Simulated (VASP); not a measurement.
# BN (P1) in VASP: single point with PBEsol

Aim: the single point of BN with PBEsol.

Program: VASP 6.6.1. These are calculated values, not measurements. Logs are shortened: lines on timing, memory, paths and dates and some standing lists are left out, and cuts for length are marked.

### 1 The cell of the first run

The typed cell holds 4 atoms: a = 2.504 Å, b = 2.504 Å, c = 7.019 Å, α = 90.00°, β = 90.00°, γ = 120.00°.

### 2 Single point, PBEsol (atoms moved at random)

The input, INCAR:

```
SYSTEM = BN
ALGO = Normal
EDIFF = 1E-6
ENCUT = 520
GGA = PS
ISIF = 2
ISMEAR = 0
LASPH = .True.
LCHARG = .False.
LREAL = .False.
LWAVE = .False.
NBANDS = 16
NELM = 60
PREC = Accurate
SIGMA = 0.05
```

The input, KPOINTS:

```
k-points
0
Gamma
  12 12 4
  0 0 0
```

The input, POSCAR:

```
BN
1.0
    2.5043488457      0.0000000000      0.0000000000
   -1.2521744229      2.1688297203      0.0000000000
    0.0000000000      0.0000000000      7.0190956742
B N
2 2
Direct
    0.3072767814      0.7115026864      0.2679743068
    0.6172621475      0.2645859257      0.7282184426
    0.3440616715      0.6712399771      0.7430774134
    0.7313993996      0.3526714108      0.2607298372
```

Potentials or basis: VASP PAW PBE potentials, release 64 (B, N).

Run with:

```console
$ cat potpaw_PBE.64/B/POTCAR potpaw_PBE.64/N/POTCAR > POTCAR
$ mpirun -np 1 vasp_std > vasp.out
```

OUTCAR:

```text
SYSTEM = BN
   EDIFF = 1E-6
   ENCUT = 520
   GGA = PS
   ISIF = 2
   ISMEAR = 0
   LASPH = .True.
   LREAL = .False.
   NELM = 60
   PREC = Accurate

 ion  position               nearest neighbor table
   1  0.307  0.712  0.268-   4 1.26   4 1.42   4 1.70
   2  0.617  0.265  0.728-   3 1.29   3 1.49   3 1.58
   3  0.344  0.671  0.743-   2 1.29   2 1.49   2 1.58
   4  0.731  0.353  0.261-   1 1.26   1 1.42   1 1.70

  LATTYP: Found a hexagonal cell.
 ALAT       =     2.5043488457
 C/A-ratio  =     2.8027627566

  Lattice vectors:

 A1 = (   2.5043488457,   0.0000000000,   0.0000000000)
 A2 = (  -1.2521744229,   2.1688297203,   0.0000000000)
 A3 = (   0.0000000000,   0.0000000000,   7.0190956742)

Analysis of symmetry for initial positions (statically):
=====================================================================
 Subroutine PRICEL returns:
 Original cell was already a primitive cell.

 Routine SETGRP: Setting up the symmetry group for a
 hexagonal supercell.

 Subroutine GETGRP returns: Found  1 space group operations
 (whereof  1 operations were pure point group operations)
 out of a pool of 24 trial point group operations.

The static configuration has the point symmetry C_1 .

Analysis of symmetry for dynamics (positions and initial velocities):
=====================================================================
 Subroutine PRICEL returns:
 Original cell was already a primitive cell.

 Routine SETGRP: Setting up the symmetry group for a
 hexagonal supercell.

 Subroutine GETGRP returns: Found  1 space group operations
 (whereof  1 operations were pure point group operations)
 out of a pool of 24 trial point group operations.

The dynamic configuration has the point symmetry C_1 .

 Subroutine INISYM returns: Found  1 space group operations
 (whereof  1 operations are pure point group operations),
 and found     1 'primitive' translations

----------------------------------------------------------------------------------------

                                     Primitive cell

  volume of cell :      38.1243

  direct lattice vectors                    reciprocal lattice vectors
     2.504348846  0.000000000  0.000000000     0.399305393  0.230539076  0.000000000
    -1.252174423  2.168829720  0.000000000     0.000000000  0.461078152  0.000000000
     0.000000000  0.000000000  7.019095674     0.000000000  0.000000000  0.142468495

  length of vectors
     2.504348846  2.504348846  7.019095674     0.461078152  0.461078152  0.142468495

  position of ions in fractional coordinates (direct lattice)
     0.307276781  0.711502686  0.267974307
     0.617262147  0.264585926  0.728218443
     0.344061672  0.671239977  0.743077413
     0.731399400  0.352671411  0.260729837

  ion indices of the primitive-cell ions
   primitive index   ion index
                 1           1
                 2           2
                 3           3
                 4           4

----------------------------------------------------------------------------------------

 KPOINTS: k-points

Automatic generation of k-mesh.
 Grid dimensions read from file:
 generate k-points for:   12   12    4

 Generating k-lattice:

  Cartesian coordinates                     Fractional coordinates (reciprocal lattice)
     0.033275449  0.019211590  0.000000000     0.083333333  0.000000000  0.000000000
     0.000000000  0.038423179  0.000000000     0.000000000  0.083333333  0.000000000
     0.000000000  0.000000000  0.035617124     0.000000000  0.000000000  0.250000000

  Length of vectors
     0.038423179  0.038423179  0.035617124

  Shift w.r.t. Gamma in fractional coordinates (k-lattice)
     0.000000000  0.000000000  0.000000000

 Subroutine IBZKPT returns following result:
 ===========================================

 Found    292 irreducible k-points:

 Following reciprocal coordinates:
            Coordinates               Weight
  0.000000  0.000000  0.000000      1.000000
  0.083333 -0.000000  0.000000      2.000000
  0.000000  0.083333  0.000000      2.000000
 -0.083333  0.083333  0.000000      2.000000
  0.166667 -0.000000  0.000000      2.000000
  0.000000  0.166667  0.000000      2.000000
[... 16 lines left out ...]
  0.166667  0.083333  0.000000      2.000000
 -0.083333  0.250000  0.000000      2.000000
 [... further k-points ...]
   k-points           NKPTS =    292   k-points in BZ     NKDIM =    292   number of bands    NBANDS=     16
   number of dos      NEDOS =    301   number of ions     NIONS =      4
   total plane-waves  NPLWV =  21600
   dimension x,y,z NGX =    20 NGY =   20 NGZ =   54
   dimension x,y,z NGXF=    40 NGYF=   40 NGZF=  108
   ions per type =               2   2
   NGX,Y,Z   is equivalent  to a cutoff of  13.28, 13.28, 12.79 a.u.
   NGXF,Y,Z  is equivalent  to a cutoff of  26.55, 26.55, 25.58 a.u.
 SYSTEM =  BN
   PREC   = accura    normal or accurate (medium, high low for compatibility)
   ISTART =      0    job   : 0-new  1-cont  2-samecut
   ICHARG =      2    charge: 1-file 2-atom 10-const
   ISPIN  =      1    spin polarized calculation?
   LNONCOLLINEAR =      F non collinear calculations
   LSORBIT =      F    spin-orbit coupling
   LASPH  =      T    aspherical Exc in radial PAW
   ENCUT  =  520.0 eV  38.22 Ry    6.18 a.u.   4.66  4.66 13.05*2*pi/ulx,y,z
   NELM   =     60;   NELMIN=  2; NELMDL= -5     # of ELM steps
   EDIFF  = 0.1E-05   stopping-criterion for ELM
   LREAL  =      F    real-space projection
   EDIFFG = 0.1E-04   stopping-criterion for IOM
   NSW    =      0    number of steps for IOM
   IBRION =     -1    ionic relax: 0-MD 1-quasi-New 2-CG
   NFREE  =      0    steps in history (QN), initial steepest desc. (CG)
   ISIF   =      2    stress and relaxation
   ISYM   =      2    0-nonsym 1-usesym 2-fastsym
   POTIM  = 0.5000    time-step for ionic-motion
   TEBEG  =    0.0;   TEEND  =   0.0 temperature during run
   PSTRESS=    0.0 pullay stress
   NELECT =      16.0000    total number of electrons
   NUPDOWN=      -1.0000    fix difference up-down
   EMIN   =  10.00;   EMAX   =-10.00  energy-range for DOS
   EFERMI =   0.00;   METHOD = LEGACY
   ISMEAR =     0;   SIGMA  =   0.05  broadening in eV -4-tet -1-fermi 0-gaus
   EFERMI_NEDOS =   21; number of points for ismear=-14 and -15
   IALGO  =     38    algorithm
   IMIX   =      4    mixing-type and parameters
     AMIX     =   0.40;   BMIX     =  1.00
     AMIX_MAG =   1.60;   BMIX_MAG =  1.00
  volume/ion in A,a.u.               =       9.53        64.32
  Fermi-wavevector in a.u.,A,eV,Ry     =   1.225691  2.316220 20.440284  1.502319
  Thomas-Fermi vector in A             =   2.360720
   LORBIT       =      0    0 simple, 1 ext, 2 COOP (PROOUT), +10 PAW based schemes
   GGA     = PS    functional components
   LHFCALC =     F    Hartree Fock is set to
   AEXX    =    0.0000 exact exchange contribution
   IVDW    =     0    specifies the selected vdW correction
   LEPSILON=     F    determine dielectric tensor
   LRPA    =     F    only Hartree local field effects (RPA)
 non-spin polarized calculation
 Gauss-broadening in eV      SIGMA  =   0.05
  energy-cutoff  :      520.00
  volume of cell :       38.12
 maximum number of plane-waves:      1058
   NGX =  9   NGY =  9   NGZ = 27

 number of electron      16.0000000 magnetization

 Free energy of the ion-electron system (eV)
  ---------------------------------------------------
  ext. energy  EPLUGINS =         0.00000000
  ---------------------------------------------------
  free energy    TOTEN  =       -34.60025000 eV

  energy without entropy =      -34.60025000  energy(sigma->0) =      -34.60025000

 E-fermi :   3.4342     XC(G=0):  -9.8889

 val. band max:        3.1545060081   @ k =   0.0000   0.0000   0.5000
 cond. band min:       5.2319498845   @ k =   0.0000   0.5000   0.0000
 fundamental gap:      2.0774438764
 Fermi energy:         3.4341700436

 k-point     1 :       0.0000    0.0000    0.0000
  band No.  band energies     occupation
      1     -16.0167      2.00000
      2     -15.7982      2.00000
      3      -4.4708      2.00000
      4      -2.7470      2.00000
      5      -2.4593      2.00000
      6      -1.3194      2.00000
[... 8 lines left out ...]
     15      15.3125      0.00000
     16      16.8573      0.00000

 k-point     2 :       0.0833   -0.0000    0.0000
  band No.  band energies     occupation
      1     -15.8879      2.00000
      2     -15.6699      2.00000
      3      -4.2851      2.00000
      4      -2.7664      2.00000
      5      -2.5709      2.00000
      6      -1.5344      2.00000
[... 8 lines left out ...]
     15      15.4768      0.00000
     16      17.1311      0.00000

 k-point     3 :       0.0000    0.0833    0.0000
  band No.  band energies     occupation
      1     -15.8900      2.00000
      2     -15.6753      2.00000
      3      -4.2819      2.00000
      4      -2.7496      2.00000
      5      -2.5704      2.00000
      6      -1.7025      2.00000
[... 8 lines left out ...]
     15      15.2814      0.00000
     16      17.0268      0.00000

 k-point     4 :      -0.0833    0.0833    0.0000
  band No.  band energies     occupation
      1     -15.8783      2.00000
      2     -15.6643      2.00000
      3      -4.2935      2.00000
      4      -2.6067      2.00000
      5      -2.5858      2.00000
      6      -1.6327      2.00000
[... 8 lines left out ...]
     15      15.6022      0.00000
     16      17.2015      0.00000
[... 324 lines left out ...]
 k-point    22 :      -0.1667    0.0833    0.0000
  band No.  band energies     occupation
      1     -15.6125      2.00000
      2     -15.4011      2.00000
      3      -3.9376      2.00000
      4      -3.0639      2.00000
      5      -2.2733      2.00000
      6      -2.0077      2.00000
[... 8 lines left out ...]
     15      16.1391      0.00000
     16      17.3861      0.00000

 k-point    23 :       0.1667    0.0833    0.0000
  band No.  band energies     occupation
      1     -15.1827      2.00000
      2     -14.9400      2.00000
      3      -4.2827      2.00000
      4      -3.1802      2.00000
      5      -2.9676      2.00000
      6      -1.5610      2.00000
[... 8 lines left out ...]
     15      15.9520      0.00000
     16      16.9057      0.00000

 k-point    24 :      -0.0833    0.2500    0.0000
  band No.  band energies     occupation
      1     -15.1324      2.00000
      2     -14.9425      2.00000
      3      -3.9868      2.00000
      4      -3.5658      2.00000
      5      -3.1913      2.00000
      6      -1.5829      2.00000
[... 8 lines left out ...]
     15      15.8375      0.00000
     16      16.6625      0.00000

 [... further k-points ...]
[... 5 lines left out ...]
  --------------------------------------------------------------------------------------
  -------------------------------------------------------------------------------------
  Total        3.2571304      8.4190888     -0.1357627      3.1319366     -0.7152702      0.3493604
  in kB      136.8813522    353.8133605     -5.7054473    131.6200674    -30.0593277     14.6819172
  external PRESSURE =     161.6630885 kB  Pullay stress =       0.0000000 kB

 VOLUME and BASIS-vectors are now :
 -----------------------------------------------------------------------------
  energy-cutoff  :      520.00
  volume of cell :       38.12
      direct lattice vectors                 reciprocal lattice vectors
     2.504348846  0.000000000  0.000000000     0.399305393  0.230539076  0.000000000
    -1.252174423  2.168829720  0.000000000     0.000000000  0.461078152  0.000000000
     0.000000000  0.000000000  7.019095674     0.000000000  0.000000000  0.142468495

 POSITION                                       TOTAL-FORCE (eV/Angst)
 -----------------------------------------------------------------------------------
     -0.12140      1.54313      1.88094         9.088405      2.197199     -0.474028
      1.21453      0.57384      5.11143         1.197487      8.117979      1.145354
      0.02114      1.45581      5.21573        -1.191926     -8.108332     -1.119917
      1.39007      0.76488      1.83009        -9.093966     -2.206845      0.448592
 -----------------------------------------------------------------------------------
    total drift:                               -0.000077     -0.000042      0.000306

  FREE ENERGIE OF THE ION-ELECTRON SYSTEM (eV)
  ---------------------------------------------------
  free  energy   TOTEN  =       -34.6002500018 eV

  energy  without entropy=      -34.6002500018  energy(sigma->0) =      -34.60025000
```

Run time: 4.3 min. Hardware: 1 thread of Intel Xeon 8259CL, shared host; peak memory 0.27 GiB.

Results:

- Free energy: -34.6003 eV
- Pressure: 16.2 GPa
- Largest force: 9.369 eV/Å
- Band gap on the k mesh: 2.08 eV (least direct gap 3.26 eV)

Forces on the atoms (eV/Å):
```
B    9.088  2.197 -0.474
B    1.197  8.118  1.145
N   -1.192 -8.108 -1.120
N   -9.094 -2.207  0.449
```

Caveat: the cell differs from its parent crystal (atoms moved at random); the cell stands under pressure; the PAW data sets were made with another functional, which shifts forces and pressure a little. A k mesh can miss the band edges.
